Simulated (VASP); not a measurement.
A run of VASP 6.6.1 is set up as follows.

The input INCAR:

```
  PREC = Accurate
  ENCUT = 520
  EDIFF = 1E-8
  ISMEAR = -1
  SIGMA = 0.01
  LREAL = False
  LASPH = True
  NELM = 80
  ALGO = Normal
  ISIF = 2
  LWAVE = False
  LCHARG = False
  GGA = CA
  LEFG = True
  NBANDS = 19
```

Contents of KPOINTS:

```
regular mesh
0
Gamma
  8 8 8
```

Contents of POSCAR:

```
SrCl2
1.0
    0.0000000000      3.5313671020      3.5313671020
    3.5313671020      0.0000000000      3.5313671020
    3.5313671020      3.5313671020      0.0000000000
Sr Cl
1 2
Direct
    0.0000000000      0.0000000000      0.0000000000
    0.2500000000      0.2500000000      0.2500000000
    0.7500000000      0.7500000000      0.7500000000
```

Potentials or basis: VASP PAW LDA potentials, release 64 (Sr_sv, Cl).

Launch:

```sh
$ cat potpaw_LDA.64/Sr_sv/POTCAR potpaw_LDA.64/Cl/POTCAR > POTCAR
$ mpirun -np 1 vasp_std > vasp.out
```

Task: What does it give for the pressure?

Result: -3.8 GPa.

Task: Estimate the band gap on the k mesh.

Result: 4.75 eV (least direct gap 5.08 eV).

Caveat: the cell stands under tension. A k mesh can miss the band edges.
